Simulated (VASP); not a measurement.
Wanted: the native input for a VASP 6.6.1 run.

```
Task                   : single point
Functional             : LDA
Potentials or basis    : VASP PAW LDA potentials, release 64 (I)
Cutoff                 : 520 eV
k mesh                 : 9 × 9 × 9
Occupations            : fermi-dirac, width 0.05 eV
Spin                   : no spin polarisation
Dipole correction      : no
Further INCAR settings : ALGO = Normal; EDIFF = 1e-06; NBANDS = 10
```

The structure of I lies in POSCAR:

```
I
1.0
    0.0000000000      2.3656004428      3.9098401324
    2.1922454667      0.0000000000      3.9098401324
    2.1922454667      2.3656004428      0.0000000000
I
1
Direct
    0.0000000000      0.0000000000      0.0000000000
```

One way to write it, as run:

INCAR

```
PREC = Accurate ; ENCUT = 520
EDIFF = 1E-6 ; ISMEAR = -1
SIGMA = 0.05 ; LREAL = F
LASPH = T ; NELM = 60
ALGO = Normal ; ISIF = 2
LWAVE = F ; LCHARG = F
GGA = CA ; NBANDS = 10
```

KPOINTS

```
Automatic mesh
0
Gamma
  9 9 9
```

Potentials or basis: VASP PAW LDA potentials, release 64 (I).

The run is started by

```bash
$ cat potpaw_LDA.64/I/POTCAR > POTCAR
$ mpirun -np 1 vasp_std > vasp.out
```

Results of the run:

The pressure is -2.3 GPa.

Caveat: an odd number of electrons without spin polarisation forces a metal; a magnetic or distorted state may lie lower.

Wall time 67 s on 1 thread of AMD EPYC 7R13 Processor (Zen 3) (shared host), peak memory 0.15 GiB.
